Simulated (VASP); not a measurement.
A run of VASP 6.6.1:

INCAR

```
SYSTEM = K3I2Br
PREC = Accurate ; ENCUT = 520
EDIFF = 1E-6 ; ISMEAR = 0
SIGMA = 0.05 ; LREAL = .FALSE.
LASPH = .TRUE. ; NELM = 80
ALGO = Normal ; ISIF = 2
LWAVE = .FALSE. ; LCHARG = .FALSE.
NBANDS = 33
```

KPOINTS

```
Automatic mesh
0
G
  6 6 2
  0 0 0
```

Contents of POSCAR:

```
K3I2Br
1.0
    4.5933000000      0.0000000000      0.0000000000
   -2.2966500000      3.9779144872      0.0000000000
    0.0000000000      0.0000000000     12.4935000000
K I Br
3 2 1
Direct
    0.0000000000      0.0000000000      0.5000000000
    0.3333333333      0.6666666667      0.1514036415
    0.6666666667      0.3333333333      0.8485963585
    0.3333333333      0.6666666667      0.6744289093
    0.6666666667      0.3333333333      0.3255710907
    0.0000000000      0.0000000000      0.0000000000
```

Potentials or basis: VASP PAW LDA potentials, release 64 (K_sv, I, Br).

The run is started by

```console
$ cat potpaw_LDA.64/K_sv/POTCAR potpaw_LDA.64/I/POTCAR potpaw_LDA.64/Br/POTCAR > POTCAR
$ mpirun -np 1 vasp_std > vasp.out
```

Hardware: 1 thread of Intel(R) Xeon(R) 6975P-C (Granite Rapids), with other jobs on the host.

How long does it take, and how much memory?

Run time: 50 s on 1 thread of Intel(R) Xeon(R) 6975P-C (Granite Rapids) (shared host), peak memory 0.32 GiB. Counts: scf iterations 14, k points 14.
